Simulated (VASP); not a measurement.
Input of a VASP 6.6.1 run:

POSCAR

```
BN
1.0
    2.5433243829      0.0000000000      0.0000000000
   -1.2716621915      2.2025835257      0.0000000000
    0.0000000000      0.0000000000      4.2068547497
B N
2 2
Direct
    0.3333333333      0.6666666667     -0.0473257745
    0.6666666667      0.3333333333      0.4526742255
    0.3333333333      0.6666666667      0.4213257745
    0.6666666667      0.3333333333      0.9213257745
```

File INCAR.step1:

```
SYSTEM = BN
PREC = Accurate
ENCUT = 520
ISMEAR = 0
SIGMA = 0.01
LREAL = .False.
LASPH = .True.
NELM = 60
NBANDS = 16
GGA = PE
ALGO = Normal
EDIFF = 1E-4
LWAVE = .True.
LCHARG = .False.
```

File INCAR.step2:

```
SYSTEM = BN
PREC = Accurate
ENCUT = 520
EDIFF = 1E-7
ISMEAR = 0
SIGMA = 0.01
LREAL = .False.
LASPH = .True.
NELM = 60
ALGO = Normal
ISIF = 2
LWAVE = .False.
LCHARG = .False.
METAGGA = R2SCAN
LMIXTAU = .True.
NBANDS = 16
ISTART = 1
```

Contents of KPOINTS:

```
regular mesh
0
Gamma
  12 12 6
  0 0 0
```

Potentials or basis: VASP PAW PBE potentials, release 64 (B, N).

The run is started by

```console
$ cat potpaw_PBE.64/B/POTCAR potpaw_PBE.64/N/POTCAR > POTCAR
$ cp INCAR.step1 INCAR
$ mpirun -np 1 vasp_std > vasp.out
$ cp INCAR.step2 INCAR
$ mpirun -np 1 vasp_std > vasp.out
```

(1) Predict the pressure.

(2) What does it give for the band gap on the k mesh?

(3) What does it give for the largest force?

Answers

(1) 24.9 GPa.

(2) 4.09 eV (least direct gap 6.33 eV).

(3) 1.771 eV/Å.

Caveat: the cell differs from its parent crystal (atoms displaced along a vibrational mode); the cell stands under pressure; the PAW data sets were made with another functional, which shifts forces and pressure a little.
